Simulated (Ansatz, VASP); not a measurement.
## Two plane-wave programs on Mo

```
CELL_PARAMETERS angstrom
-1.57079 1.57079 1.57079
1.57079 -1.57079 1.57079
1.57079 1.57079 -1.57079
ATOMIC_POSITIONS crystal
Mo 0.00000 0.00000 0.00000
```

Alike in both runs: task single point; functional PBE; dispersion D3(BJ); k mesh 7 × 7 × 7; no spin polarisation.

|  | VASP | Ansatz |
| --- | --- | --- |
| version | VASP 6.6.1 | Ansatz 0.2.0 |
| potentials or method | VASP PAW PBE potentials, release 64 (Mo_sv), cutoff 500 eV | plane waves, PAW |
| occupations | fermi-dirac, width 0.1 eV | fermi-dirac |
| valence electrons in the cell | 14 | 14 |

```tsv
	VASP	Ansatz	Ansatz less VASP
pressure (GPa)	-1.7	-2.3	-0.60
```

Ansatz's warnings: stress scf threshold loose.

The k mesh is coarse, so the values compare programs but aren't converged.
